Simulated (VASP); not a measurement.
# Ti4O in VASP: notebook

Runs on Ti4O. Level: PBE. Tasks: single point.

Program: VASP 6.6.1. These are calculated values, not measurements. Logs are shortened: lines on timing, memory, paths and dates and some standing lists are left out, and cuts for length are marked.

## Step 1: The cell of the first run

The cell holds a slab with vacuum, 5 atoms: a = 2.908 Å, b = 4.112 Å, c = 19.654 Å, α = 90.00°, β = 90.00°, γ = 90.00°.

## Step 2: Single point, PBE

Contents of INCAR:

```
SYSTEM = Ti4O
  PREC = Accurate
  ENCUT = 520
  EDIFF = 1E-6
  ISMEAR = 0
  SIGMA = 0.1
  LREAL = .False.
  LASPH = .True.
  NELM = 60
  ALGO = Normal
  ISIF = 2
  LWAVE = .False.
  LCHARG = .False.
  LDIPOL = .True.
  IDIPOL = 3
  DIPOL = 0.5 0.5 0.347
  GGA = PE
  NBANDS = 35
```

Contents of KPOINTS:

```
regular mesh
0
Gamma
  9 7 1
  0 0 0
```

Contents of POSCAR:

```
Ti4O
1.0
    2.9075446938      0.0000000000      0.0000000000
    0.0000000000      4.1118891392      0.0000000000
    0.0000000000      0.0000000000     19.6535692687
Ti O
4 1
Direct
    0.5000000000      0.5000000000      0.2035253722
    0.0000000000      0.0000000000      0.2774952616
    0.5000000000      0.5000000000      0.3439484703
    0.0000000000      0.0000000000      0.4148645550
    0.0000000000      0.0000000000      0.4968263445
```

Potentials or basis: VASP PAW PBE potentials, release 64 (Ti_sv, O).

Launch:

```sh
cat potpaw_PBE.64/Ti_sv/POTCAR potpaw_PBE.64/O/POTCAR > POTCAR
mpirun -np 1 vasp_std > vasp.out
```

OUTCAR:

```text
SYSTEM = Ti4O
   PREC = Accurate
   ENCUT = 520
   EDIFF = 1E-6
   ISMEAR = 0
   LREAL = .False.
   LASPH = .True.
   NELM = 60
   ISIF = 2
   GGA = PE

 ion  position               nearest neighbor table
   1  0.500  0.500  0.204-   3 2.76   2 2.91   2 2.91   2 2.91   2 2.91
   2  0.000  0.000  0.277-   4 2.70   3 2.84   3 2.84   3 2.84   3 2.84   1 2.91   1 2.91   1 2.91
                             1 2.91
   3  0.500  0.500  0.344-   1 2.76   2 2.84   2 2.84   2 2.84   2 2.84   4 2.88   4 2.88   4 2.88
                             4 2.88
   4  0.000  0.000  0.415-   5 1.61   2 2.70   3 2.88   3 2.88   3 2.88   3 2.88
   5  0.000  0.000  0.497-   4 1.61

  LATTYP: Found a simple orthorhombic cell.
 ALAT       =     2.9075446938
 B/A-ratio  =     1.4142135624
 C/A-ratio  =     6.7595071920

  Lattice vectors:

 A1 = (   2.9075446938,   0.0000000000,   0.0000000000)
 A2 = (   0.0000000000,   4.1118891392,   0.0000000000)
 A3 = (   0.0000000000,   0.0000000000,  19.6535692687)

Analysis of symmetry for initial positions (statically):
=====================================================================
 Subroutine PRICEL returns:
 Original cell was already a primitive cell.

 Routine SETGRP: Setting up the symmetry group for a
 simple orthorhombic supercell.

 Subroutine GETGRP returns: Found  4 space group operations
 (whereof  4 operations were pure point group operations)
 out of a pool of  8 trial point group operations.

The static configuration has the point symmetry C_2v.

Analysis of symmetry for dynamics (positions and initial velocities):
=====================================================================
 Subroutine PRICEL returns:
 Original cell was already a primitive cell.

 Routine SETGRP: Setting up the symmetry group for a
 simple orthorhombic supercell.

 Subroutine GETGRP returns: Found  4 space group operations
 (whereof  4 operations were pure point group operations)
 out of a pool of  8 trial point group operations.

The dynamic configuration has the point symmetry C_2v.

 Subroutine INISYM returns: Found  4 space group operations
 (whereof  4 operations are pure point group operations),
 and found     1 'primitive' translations

----------------------------------------------------------------------------------------

                                     Primitive cell

  volume of cell :     234.9683

  direct lattice vectors                    reciprocal lattice vectors
     2.907544694  0.000000000  0.000000000     0.343932804  0.000000000  0.000000000
     0.000000000  4.111889139  0.000000000     0.000000000  0.243197218  0.000000000
     0.000000000  0.000000000 19.653569269     0.000000000  0.000000000  0.050881343

  length of vectors
     2.907544694  4.111889139 19.653569269     0.343932804  0.243197218  0.050881343

  position of ions in fractional coordinates (direct lattice)
     0.500000000  0.500000000  0.203525372
     0.000000000  0.000000000  0.277495262
     0.500000000  0.500000000  0.343948470
     0.000000000  0.000000000  0.414864555
     0.000000000  0.000000000  0.496826345

  ion indices of the primitive-cell ions
   primitive index   ion index
                 1           1
                 2           2
                 3           3
                 4           4
                 5           5

----------------------------------------------------------------------------------------

 KPOINTS: regular mesh

Automatic generation of k-mesh.
 Grid dimensions read from file:
 generate k-points for:    9    7    1

 Generating k-lattice:

  Cartesian coordinates                     Fractional coordinates (reciprocal lattice)
     0.038214756  0.000000000  0.000000000     0.111111111  0.000000000  0.000000000
     0.000000000  0.034742460  0.000000000     0.000000000  0.142857143  0.000000000
     0.000000000  0.000000000  0.050881343     0.000000000  0.000000000  1.000000000

  Length of vectors
     0.038214756  0.034742460  0.050881343

  Shift w.r.t. Gamma in fractional coordinates (k-lattice)
     0.000000000  0.000000000  0.000000000

 Subroutine IBZKPT returns following result:
 ===========================================

 Found     20 irreducible k-points:

 Following reciprocal coordinates:
            Coordinates               Weight
  0.000000  0.000000  0.000000      1.000000
  0.111111  0.000000  0.000000      2.000000
  0.222222  0.000000  0.000000      2.000000
  0.333333  0.000000  0.000000      2.000000
  0.444444  0.000000  0.000000      2.000000
  0.000000  0.142857  0.000000      2.000000
[... 12 lines left out ...]
  0.333333  0.428571  0.000000      4.000000
  0.444444  0.428571  0.000000      4.000000
   k-points           NKPTS =     20   k-points in BZ     NKDIM =     20   number of bands    NBANDS=     35
   number of dos      NEDOS =    301   number of ions     NIONS =      5
   total plane-waves  NPLWV = 115200
   dimension x,y,z NGX =    24 NGY =   32 NGZ =  150
   dimension x,y,z NGXF=    48 NGYF=   64 NGZF=  300
   ions per type =               4   1
   NGX,Y,Z   is equivalent  to a cutoff of  13.72, 12.94, 12.69 a.u.
   NGXF,Y,Z  is equivalent  to a cutoff of  27.45, 25.88, 25.38 a.u.
 SYSTEM =  Ti4O
   PREC   = accura    normal or accurate (medium, high low for compatibility)
   ISTART =      0    job   : 0-new  1-cont  2-samecut
   ICHARG =      2    charge: 1-file 2-atom 10-const
   ISPIN  =      1    spin polarized calculation?
   LNONCOLLINEAR =      F non collinear calculations
   LSORBIT =      F    spin-orbit coupling
   LASPH  =      T    aspherical Exc in radial PAW
   ENCUT  =  520.0 eV  38.22 Ry    6.18 a.u.   5.41  7.65 36.54*2*pi/ulx,y,z
   NELM   =     60;   NELMIN=  2; NELMDL= -5     # of ELM steps
   EDIFF  = 0.1E-05   stopping-criterion for ELM
   LREAL  =      F    real-space projection
   EDIFFG = 0.1E-04   stopping-criterion for IOM
   NSW    =      0    number of steps for IOM
   IBRION =     -1    ionic relax: 0-MD 1-quasi-New 2-CG
   NFREE  =      0    steps in history (QN), initial steepest desc. (CG)
   ISIF   =      2    stress and relaxation
   ISYM   =      2    0-nonsym 1-usesym 2-fastsym
   POTIM  = 0.5000    time-step for ionic-motion
   TEBEG  =    0.0;   TEEND  =   0.0 temperature during run
   PSTRESS=    0.0 pullay stress
   NELECT =      54.0000    total number of electrons
   NUPDOWN=      -1.0000    fix difference up-down
   EMIN   =  10.00;   EMAX   =-10.00  energy-range for DOS
   EFERMI =   0.00;   METHOD = LEGACY
   ISMEAR =     0;   SIGMA  =   0.10  broadening in eV -4-tet -1-fermi 0-gaus
   EFERMI_NEDOS =   21; number of points for ismear=-14 and -15
   IALGO  =     38    algorithm
   IMIX   =      4    mixing-type and parameters
     AMIX     =   0.40;   BMIX     =  1.00
     AMIX_MAG =   1.60;   BMIX_MAG =  1.00
  volume/ion in A,a.u.               =      46.99       317.13
  Fermi-wavevector in a.u.,A,eV,Ry     =   1.002774  1.894968 13.681412  1.005555
  Thomas-Fermi vector in A             =   2.135283
   LORBIT       =      0    0 simple, 1 ext, 2 COOP (PROOUT), +10 PAW based schemes
   GGA     = PE    functional components
   LHFCALC =     F    Hartree Fock is set to
   AEXX    =    0.0000 exact exchange contribution
   IVDW    =     0    specifies the selected vdW correction
   LEPSILON=     F    determine dielectric tensor
   LRPA    =     F    only Hartree local field effects (RPA)
 non-spin polarized calculation
 Gauss-broadening in eV      SIGMA  =   0.10
  energy-cutoff  :      520.00
  volume of cell :      234.97
 maximum number of plane-waves:      6369
 NGX is ok and might be reduce to    24
   NGX = 11   NGY = 15   NGZ = 73

 dipolmoment           0.000000      0.000000     -0.234037 electrons x Angstroem

 number of electron      54.0000015 magnetization

 dipolmoment           0.000000      0.000000      0.317691 electrons x Angstroem

 Free energy of the ion-electron system (eV)
  ---------------------------------------------------
  ext. energy  EPLUGINS =         0.00000000
  ---------------------------------------------------
  free energy    TOTEN  =       -35.80329677 eV

  energy without entropy =      -35.76677107  energy(sigma->0) =      -35.78503392

 E-fermi :  -1.3516     XC(G=0):  -4.7533

 val. band max:       -1.3702429912   @ k =   0.4444   0.2857   0.0000
 cond. band min:      -1.3469938557   @ k =   0.2222   0.4286   0.0000
 fundamental gap:      0.0232491356
 Fermi energy:        -1.3515926938

 k-point     1 :       0.0000    0.0000    0.0000
  band No.  band energies     occupation
      1     -58.3998      2.00000
      2     -58.0727      2.00000
      3     -57.8807      2.00000
      4     -57.5708      2.00000
      5     -34.8052      2.00000
      6     -34.7190      2.00000
[... 27 lines left out ...]
     34       0.3174      0.00000
     35       0.5682      0.00000

 k-point     2 :       0.1111    0.0000    0.0000
  band No.  band energies     occupation
      1     -58.3945      2.00000
      2     -58.0668      2.00000
      3     -57.8772      2.00000
      4     -57.5667      2.00000
      5     -34.8025      2.00000
      6     -34.7060      2.00000
[... 27 lines left out ...]
     34       0.5115      0.00000
     35       0.5567      0.00000

 k-point     3 :       0.2222    0.0000    0.0000
  band No.  band energies     occupation
      1     -58.3813      2.00000
      2     -58.0517      2.00000
      3     -57.8683      2.00000
      4     -57.5563      2.00000
      5     -34.7972      2.00000
      6     -34.6729      2.00000
[... 27 lines left out ...]
     34       0.4136      0.00000
     35       0.7811      0.00000

 k-point     4 :       0.3333    0.0000    0.0000
  band No.  band energies     occupation
      1     -58.3661      2.00000
      2     -58.0342      2.00000
      3     -57.8583      2.00000
      4     -57.5445      2.00000
      5     -34.7960      2.00000
      6     -34.6410      2.00000
[... 27 lines left out ...]
     34       0.5243      0.00000
     35       1.1481      0.00000

 k-point     5 :       0.4444    0.0000    0.0000
  band No.  band energies     occupation
      1     -58.3562      2.00000
      2     -58.0227      2.00000
      3     -57.8519      2.00000
      4     -57.5368      2.00000
      5     -34.7998      2.00000
      6     -34.7124      2.00000
[... 486 lines left out ...]
 k-point    18 :       0.2222    0.4286    0.0000
  band No.  band energies     occupation
      1     -58.3781      2.00000
      2     -58.0448      2.00000
      3     -57.8743      2.00000
      4     -57.5594      2.00000
      5     -34.8165      2.00000
      6     -34.6872      2.00000
[... 27 lines left out ...]
     34       0.3184      0.00000
     35       0.3993      0.00000

 k-point    19 :       0.3333    0.4286    0.0000
  band No.  band energies     occupation
      1     -58.3646      2.00000
      2     -58.0310      2.00000
      3     -57.8607      2.00000
      4     -57.5456      2.00000
      5     -34.7878      2.00000
      6     -34.6857      2.00000
[... 27 lines left out ...]
     34       0.4631      0.00000
     35       0.6531      0.00000

 k-point    20 :       0.4444    0.4286    0.0000
  band No.  band energies     occupation
      1     -58.3558      2.00000
      2     -58.0219      2.00000
      3     -57.8518      2.00000
      4     -57.5366      2.00000
      5     -34.7680      2.00000
      6     -34.7323      2.00000
[... 27 lines left out ...]
     34       0.4733      0.00000
     35       0.7411      0.00000

------------------------ aborting loop because EDIFF is reached ----------------------------------------

 vacuum level on the upper side and lower side of the slab       (xc-potential included)         2.284        -2.451

  FORCE on cell =-STRESS in cart. coord.  units (eV):
  Direction    XX          YY          ZZ          XY          YZ          ZX
  --------------------------------------------------------------------------------------
  -------------------------------------------------------------------------------------
  Total        2.9974937     -1.0173773      1.6210734      0.0000000      0.0000000      0.0000000
  in kB       20.4389997     -6.9371866     11.0536073      0.0000000      0.0000000      0.0000000
  external PRESSURE =       8.1851401 kB  Pullay stress =       0.0000000 kB

 VOLUME and BASIS-vectors are now :
 -----------------------------------------------------------------------------
  energy-cutoff  :      520.00
  volume of cell :      234.97
      direct lattice vectors                 reciprocal lattice vectors
     2.907544694  0.000000000  0.000000000     0.343932804  0.000000000  0.000000000
     0.000000000  4.111889139  0.000000000     0.000000000  0.243197218  0.000000000
     0.000000000  0.000000000 19.653569269     0.000000000  0.000000000  0.050881343

 POSITION                                       TOTAL-FORCE (eV/Angst)
 -----------------------------------------------------------------------------------
      1.45377      2.05594      4.00000         0.000000      0.000000      0.493477
      0.00000      0.00000      5.45377         0.000000      0.000000     -0.513641
      1.45377      2.05594      6.75982         0.000000      0.000000     -1.126924
      0.00000      0.00000      8.15357         0.000000      0.000000      0.696857
      0.00000      0.00000      9.76441         0.000000      0.000000      0.450232
 -----------------------------------------------------------------------------------
    total drift:                                0.000000     -0.000000      0.000352

  FREE ENERGIE OF THE ION-ELECTRON SYSTEM (eV)
  ---------------------------------------------------
  free  energy   TOTEN  =       -35.8032967685 eV

  energy  without entropy=      -35.7667710656  energy(sigma->0) =      -35.78503392

 vacuum level on the upper side and lower side of the slab         6.756         1.874
```

Wall time 2.4 min (1 thread of Intel Xeon 6975P-C (Granite Rapids), shared host); peak memory 0.39 GiB.

Results:

- Free energy: -35.8033 eV
- Largest force: 1.127 eV/Å
- Band gap on the k mesh: zero (band 27 reaches -0.86 eV, above the bottom of band 28 at -1.49 eV)

Forces in eV/Å, atoms in the order of the input:
```
Ti   0.000  0.000  0.493
Ti   0.000  0.000 -0.514
Ti   0.000  0.000 -1.127
Ti   0.000  0.000  0.697
O    0.000  0.000  0.450
```

(Part 1 of 2 ends here.)
